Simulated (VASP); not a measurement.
Na, 1 atom in the cell. The structure is tetragonal, space group I4/mmm (No. 139). Conventional cell: a = 3.705 Å, b = 3.705 Å, c = 4.677 Å, α = 90.00°, β = 90.00°, γ = 90.00°. Na (site symmetry 4/mmm) has 12 Na at 3.51 to 3.71 Å within 4.6 Å. 

- Program: VASP 6.6.1
- Task: single point
- Functional: LDA
- Potentials or basis: VASP PAW LDA potentials, release 64 (Na_pv)
- Cutoff: 520 eV
- k mesh: 18 × 18 × 18
- Occupations: gaussian, width 0.15 eV
- Spin: no spin polarisation
- Dipole correction: no
- Further INCAR settings: ALGO = Fast; EDIFF = 1e-06; NBANDS = 10

Potentials or basis: VASP PAW LDA potentials, release 64 (Na_pv).

The run is started by

```bash
$ cat potpaw_LDA.64/Na_pv/POTCAR > POTCAR
$ mpirun -np 1 vasp_std > vasp.out
```

Hardware: 1 thread of Intel Xeon 6975P-C (shared host).

Q: How long does it take, and how much memory?

A: Wall time 91 s on 1 thread of Intel Xeon 6975P-C, with other jobs on the host, peak memory 0.23 GiB. Counts: scf iterations 10, k points 480.
